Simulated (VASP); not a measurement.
Input of a VASP 6.6.1 run:

File INCAR:

```
SYSTEM = GaN
PREC = Accurate
ENCUT = 600
EDIFF = 1E-6
ISMEAR = -1
SIGMA = 0.05
LREAL = .FALSE.
LASPH = .TRUE.
NELM = 80
ALGO = Normal
ISIF = 3
LWAVE = .FALSE.
LCHARG = .FALSE.
GGA = CA
IBRION = 2
NSW = 60
EDIFFG = -0.01
```

File KPOINTS:

```
regular mesh
0
G
  11 11 11
  0 0 0
```

Contents of POSCAR:

```
GaN
1.0
    0.0000000000      2.1352350000      2.1352350000
    2.1352350000      0.0000000000      2.1352350000
    2.1352350000      2.1352350000      0.0000000000
Ga N
1 1
Direct
    0.0000000000      0.0000000000      0.0000000000
    0.5000000000      0.5000000000      0.5000000000
```

Potentials or basis: VASP PAW LDA potentials, release 64 (Ga_d, N).

Command:

```console
$ cat potpaw_LDA.64/Ga_d/POTCAR potpaw_LDA.64/N/POTCAR > POTCAR
$ mpirun -np 1 vasp_std > vasp.out
```

Q: Estimate the relaxed cell.

A: a = 2.962 Å, b = 2.962 Å, c = 2.962 Å, α = 60.00°, β = 60.00°, γ = 60.00°.

Q: Predict the band gap on the k mesh.

A: 0.73 eV, indirect (least direct gap 3.18 eV).

Q: Predict the relaxed volume.

A: 9.18 Å³/atom.

The path:
| step | energy change (eV) | largest force (eV/Å) | pressure (GPa) | volume (Å³) |
| --- | --- | --- | --- | --- |
| 1 | 0.0000 | 0.0000 | -12.71 | 19.47 |
| 2 | 0.0001 | 0.0000 | 15.71 | 17.37 |
| 3 | -0.0461 | 0.0000 | -0.18 | 18.38 |
| 4 | -0.0461 | 0.0000 | 0.20 | 18.36 |
| 5 | -0.0461 | 0.0000 | -0.31 | 18.38 |
| 6 | -0.0461 | 0.0000 | 0.04 | 18.37 |

A k mesh can miss the band edges.
